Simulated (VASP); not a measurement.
# Cd (P6_3/mmc) in VASP: notebook

Runs on Cd. Level: PBEsol. Tasks: single point.

All numbers are computed with VASP 6.6.1; they aren't measurements. Logs are shortened: lines on timing, memory, paths and dates and some standing lists are left out, and cuts for length are marked.

**1. The cell of the first run**

The structure is hexagonal, space group P6_3/mmc (No. 194). The conventional cell has a = 2.928 Å, b = 2.928 Å, c = 5.522 Å, α = 90.00°, β = 90.00°, γ = 120.00°. Within 3.9 Å of Cd (site symmetry -6m2) lie 12 Cd at 2.93 to 3.24 Å.

**2. Single point, PBEsol (volume scaled by 0.95)**

The input, INCAR:

```
SYSTEM = Cd
ALGO = Normal
EDIFF = 1E-6
ENCUT = 520
GGA = PS
ISIF = 2
ISMEAR = -1
LASPH = .True.
LCHARG = .False.
LREAL = .False.
LWAVE = .False.
NBANDS = 19
NELM = 80
PREC = Accurate
SIGMA = 0.05
```

The input, KPOINTS:

```
k-points
0
Gamma
  14 14 7
  0 0 0
```

The input, POSCAR:

```
Cd
1.0
    2.9283733878      0.0000000000      0.0000000000
   -1.4641866939      2.5360457456      0.0000000000
    0.0000000000      0.0000000000      5.5224171956
Cd
2
Direct
    0.3333333333      0.6666666667      0.2500000000
    0.6666666667      0.3333333333      0.7500000000
```

Potentials or basis: VASP PAW PBE potentials, release 64 (Cd).

Started as:

```console
$ cat potpaw_PBE.64/Cd/POTCAR > POTCAR
$ mpirun -np 1 vasp_std > vasp.out
```

OUTCAR:

```text
SYSTEM = Cd
   EDIFF = 1E-6
   ENCUT = 520
   GGA = PS
   ISIF = 2
   ISMEAR = -1
   LASPH = .True.
   LREAL = .False.
   NELM = 80
   PREC = Accurate

 ion  position               nearest neighbor table
   1  0.333  0.667  0.250-   2 3.24   2 3.24   2 3.24   2 3.24   2 3.24   2 3.24
   2  0.667  0.333  0.750-   1 3.24   1 3.24   1 3.24   1 3.24   1 3.24   1 3.24

  LATTYP: Found a hexagonal cell.
 ALAT       =     2.9283733878
 C/A-ratio  =     1.8858309595

  Lattice vectors:

 A1 = (   2.9283733878,   0.0000000000,   0.0000000000)
 A2 = (  -1.4641866939,   2.5360457456,   0.0000000000)
 A3 = (   0.0000000000,   0.0000000000,   5.5224171956)

Analysis of symmetry for initial positions (statically):
=====================================================================
 Subroutine PRICEL returns:
 Original cell was already a primitive cell.

 Routine SETGRP: Setting up the symmetry group for a
 hexagonal supercell.

 Subroutine GETGRP returns: Found 24 space group operations
 (whereof 12 operations were pure point group operations)
 out of a pool of 24 trial point group operations.

The static configuration has the point symmetry D_3d.
 The point group associated with its full space group is D_6h.

Analysis of symmetry for dynamics (positions and initial velocities):
=====================================================================
 Subroutine PRICEL returns:
 Original cell was already a primitive cell.

 Routine SETGRP: Setting up the symmetry group for a
 hexagonal supercell.

 Subroutine GETGRP returns: Found 24 space group operations
 (whereof 12 operations were pure point group operations)
 out of a pool of 24 trial point group operations.

The dynamic configuration has the point symmetry D_3d.
 The point group associated with its full space group is D_6h.

 Subroutine INISYM returns: Found 24 space group operations
 (whereof 12 operations are pure point group operations),
 and found     1 'primitive' translations

----------------------------------------------------------------------------------------

                                     Primitive cell

  volume of cell :      41.0122

  direct lattice vectors                    reciprocal lattice vectors
     2.928373388  0.000000000  0.000000000     0.341486507  0.197157327  0.000000000
    -1.464186694  2.536045746  0.000000000     0.000000000  0.394314654  0.000000000
     0.000000000  0.000000000  5.522417196     0.000000000  0.000000000  0.181080126

  length of vectors
     2.928373388  2.928373388  5.522417196     0.394314654  0.394314654  0.181080126

  position of ions in fractional coordinates (direct lattice)
     0.333333333  0.666666667  0.250000000
     0.666666667  0.333333333  0.750000000

  ion indices of the primitive-cell ions
   primitive index   ion index
                 1           1
                 2           2

----------------------------------------------------------------------------------------

 KPOINTS: k-points

Automatic generation of k-mesh.
 Grid dimensions read from file:
 generate k-points for:   14   14    7

 Generating k-lattice:

  Cartesian coordinates                     Fractional coordinates (reciprocal lattice)
     0.024391893  0.014082666  0.000000000     0.071428571 -0.000000000  0.000000000
     0.000000000  0.028165332  0.000000000     0.000000000  0.071428571  0.000000000
     0.000000000  0.000000000  0.025868589     0.000000000  0.000000000  0.142857143

  Length of vectors
     0.028165332  0.028165332  0.025868589

  Shift w.r.t. Gamma in fractional coordinates (k-lattice)
     0.000000000  0.000000000  0.000000000

 Subroutine IBZKPT returns following result:
 ===========================================

 Found     96 irreducible k-points:

 Following reciprocal coordinates:
            Coordinates               Weight
  0.000000  0.000000  0.000000      1.000000
  0.071429 -0.000000  0.000000      6.000000
  0.142857 -0.000000  0.000000      6.000000
  0.214286 -0.000000  0.000000      6.000000
  0.285714 -0.000000  0.000000      6.000000
  0.357143 -0.000000  0.000000      6.000000
[... 16 lines left out ...]
  0.285714  0.285714  0.000000      6.000000
  0.357143  0.285714  0.000000      6.000000
 [... further k-points ...]
   k-points           NKPTS =     96   k-points in BZ     NKDIM =     96   number of bands    NBANDS=     19
   number of dos      NEDOS =    301   number of ions     NIONS =      2
   total plane-waves  NPLWV =  24192
   dimension x,y,z NGX =    24 NGY =   24 NGZ =   42
   dimension x,y,z NGXF=    48 NGYF=   48 NGZF=   84
   ions per type =               2
   NGX,Y,Z   is equivalent  to a cutoff of  13.62, 13.62, 12.64 a.u.
   NGXF,Y,Z  is equivalent  to a cutoff of  27.25, 27.25, 25.29 a.u.
 SYSTEM =  Cd
   PREC   = accura    normal or accurate (medium, high low for compatibility)
   ISTART =      0    job   : 0-new  1-cont  2-samecut
   ICHARG =      2    charge: 1-file 2-atom 10-const
   ISPIN  =      1    spin polarized calculation?
   LNONCOLLINEAR =      F non collinear calculations
   LSORBIT =      F    spin-orbit coupling
   LASPH  =      T    aspherical Exc in radial PAW
   ENCUT  =  520.0 eV  38.22 Ry    6.18 a.u.   5.44  5.44 10.27*2*pi/ulx,y,z
   NELM   =     80;   NELMIN=  2; NELMDL= -5     # of ELM steps
   EDIFF  = 0.1E-05   stopping-criterion for ELM
   LREAL  =      F    real-space projection
   EDIFFG = 0.1E-04   stopping-criterion for IOM
   NSW    =      0    number of steps for IOM
   IBRION =     -1    ionic relax: 0-MD 1-quasi-New 2-CG
   NFREE  =      0    steps in history (QN), initial steepest desc. (CG)
   ISIF   =      2    stress and relaxation
   ISYM   =      2    0-nonsym 1-usesym 2-fastsym
   POTIM  = 0.5000    time-step for ionic-motion
   TEBEG  =    0.0;   TEEND  =   0.0 temperature during run
   PSTRESS=    0.0 pullay stress
   NELECT =      24.0000    total number of electrons
   NUPDOWN=      -1.0000    fix difference up-down
   EMIN   =  10.00;   EMAX   =-10.00  energy-range for DOS
   EFERMI =   0.00;   METHOD = LEGACY
   ISMEAR =    -1;   SIGMA  =   0.05  broadening in eV -4-tet -1-fermi 0-gaus
   EFERMI_NEDOS =   21; number of points for ismear=-14 and -15
   IALGO  =     38    algorithm
   IMIX   =      4    mixing-type and parameters
     AMIX     =   0.40;   BMIX     =  1.00
     AMIX_MAG =   1.60;   BMIX_MAG =  1.00
  volume/ion in A,a.u.               =      20.51       138.38
  Fermi-wavevector in a.u.,A,eV,Ry     =   1.369329  2.587656 25.511749  1.875061
  Thomas-Fermi vector in A             =   2.495214
   LORBIT       =      0    0 simple, 1 ext, 2 COOP (PROOUT), +10 PAW based schemes
   GGA     = PS    functional components
   LHFCALC =     F    Hartree Fock is set to
   AEXX    =    0.0000 exact exchange contribution
   IVDW    =     0    specifies the selected vdW correction
   LEPSILON=     F    determine dielectric tensor
   LRPA    =     F    only Hartree local field effects (RPA)
 non-spin polarized calculation
  energy-cutoff  :      520.00
  volume of cell :       41.01
 maximum number of plane-waves:      1131
 NGX is ok and might be reduce to    24
   NGX = 11   NGY = 11   NGZ = 21

 number of electron      24.0000015 magnetization

 Free energy of the ion-electron system (eV)
  ---------------------------------------------------
  ext. energy  EPLUGINS =         0.00000000
  ---------------------------------------------------
  free energy    TOTEN  =        -2.38284153 eV

  energy without entropy =       -2.37668081  energy(sigma->0) =       -2.37976117

 E-fermi :   3.1722     XC(G=0): -11.4857

 val. band max:        3.1671900217   @ k =   0.3571   0.0714   0.0000
 cond. band min:       3.1951684611   @ k =   0.2143   0.1429   0.0000
 fundamental gap:      0.0279784394
 Fermi energy:         3.1722271804

 k-point     1 :       0.0000    0.0000    0.0000
  band No.  band energies     occupation
      1      -6.9061      2.00000
      2      -6.6207      2.00000
      3      -6.1630      2.00000
      4      -6.1630      2.00000
      5      -6.1046      2.00000
      6      -6.1046      2.00000
[... 11 lines left out ...]
     18      18.5899      0.00000
     19      19.1921      0.00000

 k-point     2 :       0.0714   -0.0000    0.0000
  band No.  band energies     occupation
      1      -6.8459      2.00000
      2      -6.5490      2.00000
      3      -6.1891      2.00000
      4      -6.1288      2.00000
      5      -6.1105      2.00000
      6      -6.0539      2.00000
[... 11 lines left out ...]
     18      18.5402      0.00000
     19      19.6733      0.00000

 k-point     3 :       0.1429   -0.0000    0.0000
  band No.  band energies     occupation
      1      -6.7133      2.00000
      2      -6.4328      2.00000
      3      -6.2562      2.00000
      4      -6.1379      2.00000
      5      -5.9606      2.00000
      6      -5.9096      2.00000
[... 11 lines left out ...]
     18      18.0779      0.00000
     19      18.3506      0.00000

 k-point     4 :       0.2143   -0.0000    0.0000
  band No.  band energies     occupation
      1      -6.6877      2.00000
      2      -6.4267      2.00000
      3      -6.2474      2.00000
      4      -6.0105      2.00000
      5      -6.0069      2.00000
      6      -5.7367      2.00000
[... 11 lines left out ...]
     18      16.3454      0.00000
     19      17.0439      0.00000

 k-point     5 :       0.2857   -0.0000    0.0000
  band No.  band energies     occupation
      1      -6.7955      2.00000
      2      -6.5669      2.00000
      3      -6.2637      2.00000
      4      -6.0703      2.00000
      5      -5.8683      2.00000
      6      -5.7908      2.00000
[... 11 lines left out ...]
     18      16.7220      0.00000
     19      16.9840      0.00000
[... 334 lines left out ...]
      2      -6.4912      2.00000
      3      -6.3671      2.00000
      4      -6.1235      2.00000
      5      -5.9405      2.00000
      6      -5.9075      2.00000
[... 11 lines left out ...]
     18      11.8339      0.00000
     19      12.9263      0.00000

 k-point    22 :       0.3571    0.2143    0.0000
  band No.  band energies     occupation
      1      -6.5686      2.00000
      2      -6.5387      2.00000
      3      -6.3516      2.00000
      4      -6.0914      2.00000
      5      -6.0109      2.00000
      6      -5.8305      2.00000
[... 11 lines left out ...]
     18      11.5149      0.00000
     19      12.6905      0.00000

 k-point    23 :       0.2857    0.2857    0.0000
  band No.  band energies     occupation
      1      -6.5039      2.00000
      2      -6.3375      2.00000
      3      -6.2784      2.00000
      4      -6.1279      2.00000
      5      -5.9978      2.00000
      6      -5.8624      2.00000
[... 11 lines left out ...]
     18      10.1560      0.00000
     19      11.6620      0.00000

 k-point    24 :       0.3571    0.2857    0.0000
  band No.  band energies     occupation
      1      -6.5053      2.00000
      2      -6.2953      2.00000
      3      -6.1598      2.00000
      4      -6.0916      2.00000
      5      -6.0695      2.00000
      6      -5.9385      2.00000
[... 11 lines left out ...]
     18       9.4446      0.00000
     19      11.3372      0.00000

 [... further k-points ...]

------------------------ aborting loop because EDIFF is reached ----------------------------------------

  FORCE on cell =-STRESS in cart. coord.  units (eV):
  Direction    XX          YY          ZZ          XY          YZ          ZX
  --------------------------------------------------------------------------------------
  -------------------------------------------------------------------------------------
  Total        0.7292202      0.7292202      0.2186573      0.0000000     -0.0000000      0.0000000
  in kB       28.4876428     28.4876428      8.5420460      0.0000000     -0.0000000      0.0000000
  external PRESSURE =      21.8391105 kB  Pullay stress =       0.0000000 kB

 VOLUME and BASIS-vectors are now :
 -----------------------------------------------------------------------------
  energy-cutoff  :      520.00
  volume of cell :       41.01
      direct lattice vectors                 reciprocal lattice vectors
     2.928373388  0.000000000  0.000000000     0.341486507  0.197157327  0.000000000
    -1.464186694  2.536045746  0.000000000     0.000000000  0.394314654  0.000000000
     0.000000000  0.000000000  5.522417196     0.000000000  0.000000000  0.181080126

 POSITION                                       TOTAL-FORCE (eV/Angst)
 -----------------------------------------------------------------------------------
     -0.00000      1.69070      1.38060         0.000000     -0.000000      0.000000
      1.46419      0.84535      4.14181        -0.000000      0.000000      0.000000
 -----------------------------------------------------------------------------------
    total drift:                                0.000000     -0.000000      0.000000

  FREE ENERGIE OF THE ION-ELECTRON SYSTEM (eV)
  ---------------------------------------------------
  free  energy   TOTEN  =        -2.3828415349 eV

  energy  without entropy=       -2.3766808085  energy(sigma->0) =       -2.37976117
```

Run time: 98 s. Hardware: 1 thread of AMD EPYC 7R43 (Zen 3), shared host; peak memory 0.16 GiB.

What came out:

```yaml
Free_energy: -2.3828 eV
Pressure: 2.2 GPa
Band_gap_on_the_k_mesh: zero (band 12 reaches 4.52 eV, above the bottom of band 13 at 0.17 eV)
```

Caveat: the PAW data sets were made with another functional, which shifts forces and pressure a little.

**3. Single point, PBEsol (volume scaled by 1.05)**

The input, INCAR:

```
SYSTEM = Cd
ALGO     = Normal         ! electronic algorithm
EDIFF    = 1E-6           ! SCF threshold, eV
ENCUT    = 520            ! plane-wave cutoff, eV
GGA      = PS             ! functional
ISIF     = 2              ! what is computed and relaxed
ISMEAR   = -1             ! smearing method
LASPH    = .TRUE.         ! aspherical terms in the spheres
LCHARG   = .FALSE.        ! write CHGCAR
LREAL    = .FALSE.        ! projectors in reciprocal space
LWAVE    = .FALSE.        ! write WAVECAR
NBANDS   = 19             ! bands
NELM     = 100            ! most SCF steps
PREC     = Accurate       ! precision mode
SIGMA    = 0.05           ! smearing width, eV
```

The input, KPOINTS:

```
k-points
0
G
  14 14 7
  0 0 0
```

The input, POSCAR:

```
Cd
1.0
    3.0277151646      0.0000000000      0.0000000000
   -1.5138575823      2.6220782480      0.0000000000
    0.0000000000      0.0000000000      5.7097589939
Cd
2
Direct
    0.3333333333      0.6666666667      0.2500000000
    0.6666666667      0.3333333333      0.7500000000
```

Potentials or basis: VASP PAW PBE potentials, release 64 (Cd).

Started as:

```console
$ cat potpaw_PBE.64/Cd/POTCAR > POTCAR
$ mpirun -np 1 vasp_std > vasp.out
```

It took 86 s on 1 thread of AMD EPYC 7R43 (Zen 3), shared host; peak memory 0.17 GiB.

The run converged. Its results:

* Free energy: -2.3580 eV
* Pressure: -3.4 GPa
* Band gap on the k mesh: zero (band 12 reaches 3.71 eV, above the bottom of band 13 at -0.40 eV)

Stress tensor (GPa, compression positive):
```
-3.56  0.00  0.00
 0.00 -3.56  0.00
 0.00  0.00 -2.95
```

Levels at points of the mesh, in eV from the Fermi level:
```tsv
k point	band 8	band 9	band 10	band 11	band 12	band 13	band 14	band 15	band 16	band 17
(0.00, 0.00, 0.00)	-8.61	-8.58	-8.38	-8.38	-3.08	-2.87	10.23	14.22	14.30	14.30
(0.50, 0.00, 0.00)	-8.41	-8.14	-8.12	-2.25	-1.86	1.85	2.87	2.95	5.09	8.10
```

Caveat: the PAW data sets were made with another functional, which shifts forces and pressure a little.
